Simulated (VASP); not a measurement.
Here is a VASP 6.6.1 calculation.

INCAR

```
PREC = Accurate
ENCUT = 520
EDIFF = 1E-7
ISMEAR = 0
SIGMA = 0.05
LREAL = False
LASPH = True
NELM = 150
ALGO = Normal
ISIF = 2
LWAVE = False
LCHARG = False
ISPIN = 2
MAGMOM = 0.05 0 0
LORBIT = 11
LMAXMIX = 6
GGA = PS
NBANDS = 29
```

The input KPOINTS:

```
Automatic mesh
0
Gamma
  8 8 8
```

Contents of POSCAR:

```
YbSe2
1.0
    0.0000000000      3.3842510929      3.3842510929
    3.3842510929      0.0000000000      3.3842510929
    3.3842510929      3.3842510929      0.0000000000
Yb Se
1 2
Direct
    0.0000000000      0.0000000000      0.0000000000
    0.2500000000      0.2500000000      0.2500000000
    0.7500000000      0.7500000000      0.7500000000
```

Potentials or basis: VASP PAW PBE potentials, release 64 (Yb, Se).

Command:

```bash
$ cat potpaw_PBE.64/Yb/POTCAR potpaw_PBE.64/Se/POTCAR > POTCAR
$ mpirun -np 1 vasp_std > vasp.out
```

(1) What does it give for the band gap on the k mesh?

(2) What does it give for the pressure?

(3) Predict the net moment.

## Answers

(1) zero (filled and empty bands overlap).

(2) -2.0 GPa.

(3) 0.00 μB per cell.

Caveat: the PAW data sets were made with another functional, which shifts forces and pressure a little; spin-orbit coupling is left out, which moves the levels of the heavy elements.
